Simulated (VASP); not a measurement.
# B3C (Pm-3m) in VASP: relaxation of cell and atoms with PBE

Aim: the relaxation of cell and atoms of B3C with PBE.

Everything below comes from runs of VASP 6.6.1. Logs are shortened: lines on timing, memory, paths and dates and some standing lists are left out, and cuts for length are marked.

## Step 1: The cell of the first run

It takes space group Pm-3m (No. 221, cubic). Conventional cell: a = 2.906 Å, b = 2.906 Å, c = 2.906 Å, α = 90.00°, β = 90.00°, γ = 90.00°. B (site symmetry 4/mmm) has 8 B at 2.05 Å and 4 C at 2.05 Å within 2.7 Å. Within 2.7 Å of C (site symmetry m-3m) lie 12 B at 2.05 Å.

The cell was generated, and may not be a known phase.

## Step 2: Relaxation of cell and atoms, PBE

Contents of INCAR:

```
ALGO = Normal
EDIFF = 1E-6
EDIFFG = -0.01
ENCUT = 600
GGA = PE
IBRION = 2
ISIF = 3
ISMEAR = 0
LASPH = T
LCHARG = F
LREAL = F
LWAVE = F
NELM = 80
NSW = 100
PREC = Accurate
SIGMA = 0.1
```

Contents of KPOINTS:

```
k-points
0
Gamma
  16 16 16
```

Contents of POSCAR:

```
B3C
1.0
    2.9055416039      0.0000000000      0.0000000000
    0.0000000000      2.9055416039      0.0000000000
    0.0000000000      0.0000000000      2.9055416039
B C
3 1
Direct
    0.5000000000      0.0000000000      0.0000000000
    0.0000000000      0.5000000000      0.0000000000
    0.0000000000      0.0000000000      0.5000000000
    0.5000000000      0.5000000000      0.5000000000
```

Potentials or basis: VASP PAW PBE potentials, release 64 (B, C).

Launch:

```bash
cat potpaw_PBE.64/B/POTCAR potpaw_PBE.64/C/POTCAR > POTCAR
mpirun -np 1 vasp_std > vasp.out
```

OUTCAR:

```text
EDIFF = 1E-6
   EDIFFG = -0.01
   ENCUT = 600
   GGA = PE
   IBRION = 2
   ISIF = 3
   ISMEAR = 0
   LASPH = T
   LREAL = F
   NELM = 80
   NSW = 100
   PREC = Accurate

 ion  position               nearest neighbor table
   1  0.500  0.000  0.000-   2 2.05   3 2.05   4 2.05   3 2.05   4 2.05   2 2.05   4 2.05   4 2.05
                             2 2.05   3 2.05   3 2.05   2 2.05
   2  0.000  0.500  0.000-   1 2.05   3 2.05   4 2.05   3 2.05   4 2.05   1 2.05   3 2.05   3 2.05
                             1 2.05   4 2.05   4 2.05   1 2.05
   3  0.000  0.000  0.500-   1 2.05   2 2.05   4 2.05   1 2.05   2 2.05   2 2.05   4 2.05   2 2.05
                             1 2.05   4 2.05   1 2.05   4 2.05
   4  0.500  0.500  0.500-   1 2.05   2 2.05   3 2.05   1 2.05   2 2.05   1 2.05   3 2.05   1 2.05
                             2 2.05   3 2.05   2 2.05   3 2.05

  LATTYP: Found a simple cubic cell.
 ALAT       =     2.9055416039

  Lattice vectors:

 A1 = (   2.9055416039,   0.0000000000,   0.0000000000)
 A2 = (   0.0000000000,   2.9055416039,   0.0000000000)
 A3 = (   0.0000000000,   0.0000000000,   2.9055416039)

Analysis of symmetry for initial positions (statically):
=====================================================================
 Subroutine PRICEL returns:
 Original cell was already a primitive cell.

 Routine SETGRP: Setting up the symmetry group for a
 simple cubic supercell.

 Subroutine GETGRP returns: Found 48 space group operations
 (whereof 48 operations were pure point group operations)
 out of a pool of 48 trial point group operations.

The static configuration has the point symmetry O_h .

Analysis of symmetry for dynamics (positions and initial velocities):
=====================================================================
 Subroutine PRICEL returns:
 Original cell was already a primitive cell.

 Routine SETGRP: Setting up the symmetry group for a
 simple cubic supercell.

 Subroutine GETGRP returns: Found 48 space group operations
 (whereof 48 operations were pure point group operations)
 out of a pool of 48 trial point group operations.

The dynamic configuration has the point symmetry O_h .

 Subroutine INISYM returns: Found 48 space group operations
 (whereof 48 operations are pure point group operations),
 and found     1 'primitive' translations

----------------------------------------------------------------------------------------

                                     Primitive cell

  volume of cell :      24.5291

  direct lattice vectors                    reciprocal lattice vectors
     2.905541604  0.000000000  0.000000000     0.344169913  0.000000000  0.000000000
     0.000000000  2.905541604  0.000000000     0.000000000  0.344169913  0.000000000
     0.000000000  0.000000000  2.905541604     0.000000000  0.000000000  0.344169913

  length of vectors
     2.905541604  2.905541604  2.905541604     0.344169913  0.344169913  0.344169913

  position of ions in fractional coordinates (direct lattice)
     0.500000000  0.000000000  0.000000000
     0.000000000  0.500000000  0.000000000
     0.000000000  0.000000000  0.500000000
     0.500000000  0.500000000  0.500000000

  ion indices of the primitive-cell ions
   primitive index   ion index
                 1           1
                 2           2
                 3           3
                 4           4

----------------------------------------------------------------------------------------

 KPOINTS: k-points

Automatic generation of k-mesh.
 Grid dimensions read from file:
 generate k-points for:   16   16   16

 Generating k-lattice:

  Cartesian coordinates                     Fractional coordinates (reciprocal lattice)
[... 77 lines left out ...]
   IALGO  =     38    algorithm
   IMIX   =      4    mixing-type and parameters
     AMIX     =   0.40;   BMIX     =  1.00
     AMIX_MAG =   1.60;   BMIX_MAG =  1.00
  volume/ion in A,a.u.               =       6.13        41.38
  Fermi-wavevector in a.u.,A,eV,Ry     =   1.324836  2.503577 23.880822  1.755191
  Thomas-Fermi vector in A             =   2.454341
   LORBIT       =      0    0 simple, 1 ext, 2 COOP (PROOUT), +10 PAW based schemes
   GGA     = PE    functional components
   LHFCALC =     F    Hartree Fock is set to
   AEXX    =    0.0000 exact exchange contribution
   IVDW    =     0    specifies the selected vdW correction
   LEPSILON=     F    determine dielectric tensor
   LRPA    =     F    only Hartree local field effects (RPA)
 conjugate gradient relaxation of ions
 non-spin polarized calculation
 Gauss-broadening in eV      SIGMA  =   0.10
  energy-cutoff  :      600.00
  volume of cell :       24.53
 maximum number of plane-waves:       840
 NGX is ok and might be reduce to    24
   NGX = 11   NGY = 11   NGZ = 11

--------------------------------------- Ionic step        1  -------------------------------------------

 number of electron      13.0000001 magnetization

 Free energy of the ion-electron system (eV)
  ---------------------------------------------------
  ext. energy  EPLUGINS =         0.00000000
  ---------------------------------------------------
  free energy    TOTEN  =       -20.36356526 eV

  energy without entropy =      -20.35673789  energy(sigma->0) =      -20.36015157

------------------------ aborting loop because EDIFF is reached ----------------------------------------

  FORCE on cell =-STRESS in cart. coord.  units (eV):
  Direction    XX          YY          ZZ          XY          YZ          ZX
  --------------------------------------------------------------------------------------
  -------------------------------------------------------------------------------------
  Total        0.0874522      0.0874522      0.0874522      0.0000000      0.0000000      0.0000000
  in kB        5.7121524      5.7121524      5.7121524      0.0000000      0.0000000      0.0000000
  external PRESSURE =       5.7121524 kB  Pullay stress =       0.0000000 kB

 VOLUME and BASIS-vectors are now :
 -----------------------------------------------------------------------------
  energy-cutoff  :      600.00
  volume of cell :       24.53
      direct lattice vectors                 reciprocal lattice vectors
     2.905541604  0.000000000  0.000000000     0.344169913  0.000000000  0.000000000
     0.000000000  2.905541604  0.000000000     0.000000000  0.344169913  0.000000000
     0.000000000  0.000000000  2.905541604     0.000000000  0.000000000  0.344169913

 POSITION                                       TOTAL-FORCE (eV/Angst)
 -----------------------------------------------------------------------------------
      1.45277      0.00000      0.00000         0.000000      0.000000      0.000000
      0.00000      1.45277      0.00000         0.000000      0.000000      0.000000
      0.00000      0.00000      1.45277         0.000000      0.000000      0.000000
      1.45277      1.45277      1.45277         0.000000      0.000000      0.000000
 -----------------------------------------------------------------------------------
    total drift:                                0.000000      0.000000     -0.000000

  FREE ENERGIE OF THE ION-ELECTRON SYSTEM (eV)
  ---------------------------------------------------
  free  energy   TOTEN  =       -20.3635652560 eV

  energy  without entropy=      -20.3567378890  energy(sigma->0) =      -20.36015157

--------------------------------------- Ionic step        2  -------------------------------------------

 number of electron      13.0000001 magnetization

 Free energy of the ion-electron system (eV)
  ---------------------------------------------------
  ext. energy  EPLUGINS =         0.00000000
  ---------------------------------------------------
  free energy    TOTEN  =       -20.36369085 eV

  energy without entropy =      -20.35686444  energy(sigma->0) =      -20.36027764

 E-fermi :  10.3461     XC(G=0): -13.0036

 val. band max:       10.3425587422   @ k =   0.4375   0.3750   0.1250
 cond. band min:      10.3513233310   @ k =   0.4375   0.1250   0.0625
 fundamental gap:      0.0087645888
 Fermi energy:        10.3461156693

 k-point     1 :       0.0000    0.0000    0.0000
  band No.  band energies     occupation
      1      -9.4650      2.00000
      2       2.6894      2.00000
      3       2.6894      2.00000
      4       2.6894      2.00000
      5       5.9085      2.00000
      6       9.9711      2.00000
      7       9.9711      2.00000
      8      13.8635      0.00000
      9      13.8635      0.00000
     10      13.8635      0.00000
[... 287 lines left out ...]
 k-point    24 :       0.5000    0.1250    0.0000
  band No.  band energies     occupation
      1      -6.3866      2.00000
      2      -4.7999      2.00000
      3       4.2801      2.00000
      4       5.3958      2.00000
      5       6.2164      2.00000
      6       7.7247      2.00000
      7      10.1254      1.99820
      8      11.0027      0.00000
      9      12.3058      0.00000
     10      14.9244      0.00000

 [... further k-points ...]

------------------------ aborting loop because EDIFF is reached ----------------------------------------

  FORCE on cell =-STRESS in cart. coord.  units (eV):
  Direction    XX          YY          ZZ          XY          YZ          ZX
  --------------------------------------------------------------------------------------
  -------------------------------------------------------------------------------------
  Total       -0.0076127     -0.0076127     -0.0076127     -0.0000000     -0.0000000     -0.0000000
  in kB       -0.4956727     -0.4956727     -0.4956727     -0.0000000     -0.0000000     -0.0000000
  external PRESSURE =      -0.4956727 kB  Pullay stress =       0.0000000 kB

 VOLUME and BASIS-vectors are now :
 -----------------------------------------------------------------------------
  energy-cutoff  :      600.00
  volume of cell :       24.61
      direct lattice vectors                 reciprocal lattice vectors
     2.908606169 -0.000000000  0.000000000     0.343807288 -0.000000000  0.000000000
     0.000000000  2.908606169 -0.000000000     0.000000000  0.343807288  0.000000000
     0.000000000  0.000000000  2.908606169    -0.000000000  0.000000000  0.343807288

 POSITION                                       TOTAL-FORCE (eV/Angst)
 -----------------------------------------------------------------------------------
      1.45430     -0.00000      0.00000        -0.000000      0.000000      0.000000
      0.00000      1.45430     -0.00000        -0.000000      0.000000      0.000000
      0.00000      0.00000      1.45430        -0.000000      0.000000      0.000000
      1.45430      1.45430      1.45430         0.000000      0.000000      0.000000
 -----------------------------------------------------------------------------------
    total drift:                                0.000000      0.000000     -0.000000

  FREE ENERGIE OF THE ION-ELECTRON SYSTEM (eV)
  ---------------------------------------------------
  free  energy   TOTEN  =       -20.3636908516 eV

  energy  without entropy=      -20.3568644376  energy(sigma->0) =      -20.36027764

 reached required accuracy - stopping structural energy minimisation
```

Wall time 34 s (1 thread of AMD EPYC 7R13, shared host); peak memory 0.14 GiB.

Results:

| Quantity | Value |
| --- | --- |
| Free energy | -20.3637 eV |
| Relaxed volume | 6.15 Å³/atom |
| Relaxed cell | a = 2.909 Å, b = 2.909 Å, c = 2.909 Å, α = 90.00°, β = 90.00°, γ = 90.00° |
| Space group after relaxing (to 0.1 Å) | Pm-3m (No. 221) |
| Energy gained by relaxing | 0.0 meV/atom |
| Ionic steps | 2 |
| Pressure after relaxing | 0.0 GPa |
| Band gap on the k mesh | zero (an odd number of electrons rules out a gap without spin polarisation) |

The path:
```csv
step,energy change (eV),largest force (eV/Å),pressure (GPa),volume (Å³)
1,0.0000,0.0000,0.57,24.53
2,-0.0001,0.0000,-0.05,24.61
```

Final structure:
```xyz
4
Lattice="2.9086 0.0000 0.0000 0.0000 2.9086 0.0000 0.0000 0.0000 2.9086" Properties=species:S:1:pos:R:3 pbc="T T T"
B     1.4543    0.0000    0.0000
B     0.0000    1.4543    0.0000
B     0.0000    0.0000    1.4543
C     1.4543    1.4543    1.4543
```
